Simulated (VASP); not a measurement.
# Ga (Cmce) in VASP: further runs

Runs on Ga. Level: PBEsol. Tasks: electric field gradients.

All numbers are computed with VASP 6.6.1; they aren't measurements. Logs are shortened: lines on timing, memory, paths and dates and some standing lists are left out, and cuts for length are marked.

## Step 1: The cell of the first run

The structure is orthorhombic, space group Cmce (No. 64). Conventional cell: a = 4.450 Å, b = 7.541 Å, c = 4.456 Å, α = 90.00°, β = 90.00°, γ = 90.00°. Ga (site symmetry m) has 7 Ga at 2.40 to 2.76 Å within 3.2 Å.

## Step 2: Electric field gradients, PBEsol (18.69 Å³/atom)

Input file INCAR:

```
SYSTEM = Ga
ALGO = Normal ; EDIFF = 1E-8
ENCUT = 520 ; GGA = PS
ISIF = 2 ; ISMEAR = -1
LASPH = .True. ; LCHARG = .False.
LEFG = .True. ; LREAL = .False.
LWAVE = .False. ; NBANDS = 34
NELM = 80 ; PREC = Accurate
SIGMA = 0.05
```

Input file KPOINTS:

```
k-points
0
Gamma
  9 9 8
  0 0 0
```

Input file POSCAR:

```
Ga
1.0
    2.2248685607     -3.7707396132      0.0000000000
    2.2248685607      3.7707396132      0.0000000000
    0.0000000000      0.0000000000      4.4556560304
Ga
4
Direct
    0.1525000000      0.8475000000      0.0785000000
    0.6525000000      0.3475000000      0.4215000000
    0.8475000000      0.1525000000      0.9215000000
    0.3475000000      0.6525000000      0.5785000000
```

Potentials or basis: VASP PAW PBE potentials, release 64 (Ga_d).

The run is started by

```bash
$ cat potpaw_PBE.64/Ga_d/POTCAR > POTCAR
$ mpirun -np 1 vasp_std > vasp.out
```

OUTCAR:

```text
SYSTEM = Ga
   EDIFF = 1E-8
   ENCUT = 520
   GGA = PS
   ISIF = 2
   ISMEAR = -1
   LASPH = .True.
   LREAL = .False.
   NELM = 80
   PREC = Accurate

 ion  position               nearest neighbor table
   1  0.153  0.847  0.078-   3 2.40   4 2.67   4 2.67   2 2.70   2 2.70   3 2.76   3 2.76
   2  0.653  0.347  0.422-   4 2.40   3 2.67   3 2.67   1 2.70   1 2.70   4 2.76   4 2.76
   3  0.847  0.153  0.922-   1 2.40   2 2.67   2 2.67   4 2.70   4 2.70   1 2.76   1 2.76
   4  0.347  0.653  0.578-   2 2.40   1 2.67   1 2.67   3 2.70   3 2.70   2 2.76   2 2.76

  LATTYP: Found a base centered orthorhombic cell.
 ALAT       =     4.4497371214
 B/A-ratio  =     1.6948145521
 C/A-ratio  =     1.0013301705

  Lattice vectors:

 A1 = (   2.2248685607,  -3.7707396132,   0.0000000000)
 A2 = (   2.2248685607,   3.7707396132,   0.0000000000)
 A3 = (   0.0000000000,   0.0000000000,   4.4556560304)

Analysis of symmetry for initial positions (statically):
=====================================================================
 Subroutine PRICEL returns:
 Original cell was already a primitive cell.

 Routine SETGRP: Setting up the symmetry group for a
 base centered orthorhombic supercell.

 Subroutine GETGRP returns: Found  8 space group operations
 (whereof  4 operations were pure point group operations)
 out of a pool of  8 trial point group operations.

The static configuration has the point symmetry C_2h.
 The point group associated with its full space group is D_2h.

Analysis of symmetry for dynamics (positions and initial velocities):
=====================================================================
 Subroutine PRICEL returns:
 Original cell was already a primitive cell.

 Routine SETGRP: Setting up the symmetry group for a
 base centered orthorhombic supercell.

 Subroutine GETGRP returns: Found  8 space group operations
 (whereof  4 operations were pure point group operations)
 out of a pool of  8 trial point group operations.

The dynamic configuration has the point symmetry C_2h.
 The point group associated with its full space group is D_2h.

 Subroutine INISYM returns: Found  8 space group operations
 (whereof  4 operations are pure point group operations),
 and found     1 'primitive' translations

----------------------------------------------------------------------------------------

                                     Primitive cell

  volume of cell :      74.7606

  direct lattice vectors                    reciprocal lattice vectors
     2.224868561 -3.770739613  0.000000000     0.224732377 -0.132599981  0.000000000
     2.224868561  3.770739613  0.000000000     0.224732377  0.132599981  0.000000000
     0.000000000  0.000000000  4.455656030     0.000000000  0.000000000  0.224433842

  length of vectors
     4.378186536  4.378186536  4.455656030     0.260935617  0.260935617  0.224433842

  position of ions in fractional coordinates (direct lattice)
     0.152500000  0.847500000  0.078500000
     0.652500000  0.347500000  0.421500000
     0.847500000  0.152500000  0.921500000
     0.347500000  0.652500000  0.578500000

  ion indices of the primitive-cell ions
   primitive index   ion index
                 1           1
                 2           2
                 3           3
                 4           4

----------------------------------------------------------------------------------------

 KPOINTS: k-points

Automatic generation of k-mesh.
 Grid dimensions read from file:
 generate k-points for:    9    9    8

 Generating k-lattice:

  Cartesian coordinates                     Fractional coordinates (reciprocal lattice)
     0.024970264 -0.014733331  0.000000000     0.111111111  0.000000000  0.000000000
     0.024970264  0.014733331  0.000000000     0.000000000  0.111111111  0.000000000
[... 45 lines left out ...]
   ions per type =               4
   NGX,Y,Z   is equivalent  to a cutoff of  13.67, 13.67, 13.43 a.u.
   NGXF,Y,Z  is equivalent  to a cutoff of  27.34, 27.34, 26.86 a.u.
 SYSTEM =  Ga
   PREC   = accura    normal or accurate (medium, high low for compatibility)
   ISTART =      0    job   : 0-new  1-cont  2-samecut
   ICHARG =      2    charge: 1-file 2-atom 10-const
   ISPIN  =      1    spin polarized calculation?
   LNONCOLLINEAR =      F non collinear calculations
   LSORBIT =      F    spin-orbit coupling
   LASPH  =      T    aspherical Exc in radial PAW
   ENCUT  =  520.0 eV  38.22 Ry    6.18 a.u.   8.14  8.14  8.28*2*pi/ulx,y,z
   NELM   =     80;   NELMIN=  2; NELMDL= -5     # of ELM steps
   EDIFF  = 0.1E-07   stopping-criterion for ELM
   LREAL  =      F    real-space projection
   EDIFFG = 0.1E-06   stopping-criterion for IOM
   NSW    =      0    number of steps for IOM
   IBRION =     -1    ionic relax: 0-MD 1-quasi-New 2-CG
   NFREE  =      0    steps in history (QN), initial steepest desc. (CG)
   ISIF   =      2    stress and relaxation
   ISYM   =      2    0-nonsym 1-usesym 2-fastsym
   POTIM  = 0.5000    time-step for ionic-motion
   TEBEG  =    0.0;   TEEND  =   0.0 temperature during run
   PSTRESS=    0.0 pullay stress
   NELECT =      52.0000    total number of electrons
   NUPDOWN=      -1.0000    fix difference up-down
   EMIN   =  10.00;   EMAX   =-10.00  energy-range for DOS
   EFERMI =   0.00;   METHOD = LEGACY
   ISMEAR =    -1;   SIGMA  =   0.05  broadening in eV -4-tet -1-fermi 0-gaus
   EFERMI_NEDOS =   21; number of points for ismear=-14 and -15
   IALGO  =     38    algorithm
   IMIX   =      4    mixing-type and parameters
     AMIX     =   0.40;   BMIX     =  1.00
     AMIX_MAG =   1.60;   BMIX_MAG =  1.00
  volume/ion in A,a.u.               =      18.69       126.13
  Fermi-wavevector in a.u.,A,eV,Ry     =   1.450502  2.741052 28.626073  2.103957
  Thomas-Fermi vector in A             =   2.568107
   LORBIT       =      0    0 simple, 1 ext, 2 COOP (PROOUT), +10 PAW based schemes
   GGA     = PS    functional components
   LHFCALC =     F    Hartree Fock is set to
   AEXX    =    0.0000 exact exchange contribution
   IVDW    =     0    specifies the selected vdW correction
   LEPSILON=     F    determine dielectric tensor
   LRPA    =     F    only Hartree local field effects (RPA)
 non-spin polarized calculation
  energy-cutoff  :      520.00
  volume of cell :       74.76
 maximum number of plane-waves:      2032
 NGX is ok and might be reduce to    36
   NGX = 17   NGY = 17   NGZ = 17

 number of electron      52.0000022 magnetization

 Free energy of the ion-electron system (eV)
  ---------------------------------------------------
  ext. energy  EPLUGINS =         0.00000000
  ---------------------------------------------------
  free energy    TOTEN  =       -13.37042422 eV

  energy without entropy =      -13.36277895  energy(sigma->0) =      -13.36660158

 E-fermi :   5.2937     XC(G=0): -11.0424

 val. band max:        5.2932077427   @ k =  -0.4444   0.3333   0.1250
 cond. band min:       5.3049432759   @ k =  -0.4444   0.2222   0.0000
 fundamental gap:      0.0117355332
 Fermi energy:         5.2936510172

 k-point     1 :       0.0000    0.0000    0.0000
  band No.  band energies     occupation
      1      -9.8745      2.00000
      2      -9.8649      2.00000
      3      -9.8640      2.00000
      4      -9.8350      2.00000
      5      -9.7756      2.00000
      6      -9.7433      2.00000
[... 877 lines left out ...]
     33      12.1655      0.00000
     34      13.3779      0.00000

 [... further k-points ...]

------------------------ aborting loop because EDIFF is reached ----------------------------------------

  FORCE on cell =-STRESS in cart. coord.  units (eV):
  Direction    XX          YY          ZZ          XY          YZ          ZX
  --------------------------------------------------------------------------------------
  -------------------------------------------------------------------------------------
  Total        0.1509128      1.5246305      0.2135454      0.0000000      0.0000000      0.0000000
  in kB        3.2341790     32.6740254      4.5764456      0.0000000      0.0000000      0.0000000
  external PRESSURE =      13.4948833 kB  Pullay stress =       0.0000000 kB

 VOLUME and BASIS-vectors are now :
 -----------------------------------------------------------------------------
  energy-cutoff  :      520.00
  volume of cell :       74.76
      direct lattice vectors                 reciprocal lattice vectors
     2.224868561 -3.770739613  0.000000000     0.224732377 -0.132599981  0.000000000
     2.224868561  3.770739613  0.000000000     0.224732377  0.132599981  0.000000000
     0.000000000  0.000000000  4.455656030     0.000000000  0.000000000  0.224433842

 POSITION                                       TOTAL-FORCE (eV/Angst)
 -----------------------------------------------------------------------------------
      2.22487      2.62066      0.34977         0.000000     -0.442936      0.130629
      2.22487     -1.15008      1.87806         0.000000     -0.442936     -0.130629
      2.22487     -2.62066      4.10589         0.000000      0.442936     -0.130629
      2.22487      1.15008      2.57760         0.000000      0.442936      0.130629
 -----------------------------------------------------------------------------------
    total drift:                                0.000000      0.000000     -0.000000

  FREE ENERGIE OF THE ION-ELECTRON SYSTEM (eV)
  ---------------------------------------------------
  free  energy   TOTEN  =       -13.3704242179 eV

  energy  without entropy=      -13.3627789462  energy(sigma->0) =      -13.36660158

 Electric field gradients (V/A^2)
---------------------------------------------------------------------
 ion       V_xx      V_yy      V_zz      V_xy      V_xz      V_yz
---------------------------------------------------------------------
   1      31.019   -43.318    12.300    -0.000     0.000    26.889
   2      31.019   -43.318    12.300    -0.000     0.000   -26.889
   3      31.019   -43.318    12.300     0.000     0.000    26.889
   4      31.019   -43.318    12.300    -0.000     0.000   -26.889
---------------------------------------------------------------------

 Electric field gradients after diagonalization (V/A^2)
 (convention: |V_zz| > |V_xx| > |V_yy|)
----------------------------------------------------------------------
 ion       V_xx      V_yy      V_zz     asymmetry (V_yy - V_xx)/ V_zz
----------------------------------------------------------------------
   1      31.019    23.174   -54.192       0.145
   2      31.019    23.174   -54.192       0.145
   3      31.019    23.174   -54.192       0.145
   4      31.019    23.174   -54.192       0.145
----------------------------------------------------------------------

           NMR quadrupolar parameters

 Cq : quadrupolar parameter    Cq=e*Q*V_zz/h
 eta: asymmetry parameters     (V_yy - V_xx)/ V_zz
 Q  : nuclear electric quadrupole moment in mb (millibarn)
----------------------------------------------------------------------
 ion       Cq(MHz)       eta       Q (mb)
----------------------------------------------------------------------
   1      -0.131       0.145       1.000
   2      -0.131       0.145       1.000
   3      -0.131       0.145       1.000
   4      -0.131       0.145       1.000
----------------------------------------------------------------------
```

Wall time 10 min (1 thread of Intel Xeon 8259CL, shared host); peak memory 0.36 GiB.

Results:

```
Free energy                             : -13.3704 eV
Pressure                                : 1.3 GPa
Largest force                           : 0.462 eV/Å
Band gap on the k mesh                  : zero (bands 26 and 27 overlap by 1.28 eV)
Largest electric field gradient by atom : Ga -54.2 V/Å²
```

Forces on the atoms (eV/Å):
```
Ga   0.000 -0.443  0.131
Ga   0.000 -0.443 -0.131
Ga   0.000  0.443 -0.131
Ga   0.000  0.443  0.131
```

Electric field gradients, principal values (V/Å²):
| atom | least | middle | greatest (by size) |
| --- | --- | --- | --- |
| 1 Ga | 23.174 | 31.019 | -54.192 |
| 2 Ga | 23.174 | 31.019 | -54.192 |
| 3 Ga | 23.174 | 31.019 | -54.192 |
| 4 Ga | 23.174 | 31.019 | -54.192 |

Caveat: without QUAD_EFG the Cq values of the log hold for a quadrupole moment of 1 mb, not for the nuclei; the PAW data sets were made with another functional, which shifts forces and pressure a little.

(Continued in part 2 of 2.)
